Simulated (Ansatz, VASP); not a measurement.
**LaP in VASP and in Ansatz**

```xyz
2
Lattice="0.0000 3.0225 3.0225 3.0225 0.0000 3.0225 3.0225 3.0225 0.0000" Properties=species:S:1:pos:R:3 pbc="T T T"
La    0.0000    0.0000    0.0000
P     3.0225    3.0225    3.0225
```

Change from the starting cell: volume scaled by 1.01, PAW files.

Alike in both runs: task electric field gradients; functional LDA; k mesh 10 × 10 × 10; occupations fermi-dirac, width 0.03 eV; no spin polarisation.

|  | VASP | Ansatz |
| --- | --- | --- |
| version | VASP 6.6.1 | Ansatz 0.2.0 |
| potentials or method | VASP PAW LDA potentials, release 64 (La, P) | PAW with Ansatz's default frozen-core files, scalar-relativistic |
| plane-wave cutoff (eV) | 520 | 420 |
| valence electrons in the cell | 16 | 16 |

|  | VASP | Ansatz | Ansatz less VASP |
| --- | --- | --- | --- |
| pressure (GPa) | -3.9 | -3.9 | +0.03 |

LDA's correlation is that of Perdew and Zunger in VASP and of Perdew and Wang (1992) in Ansatz.

Neither program's run includes spin-orbit coupling.
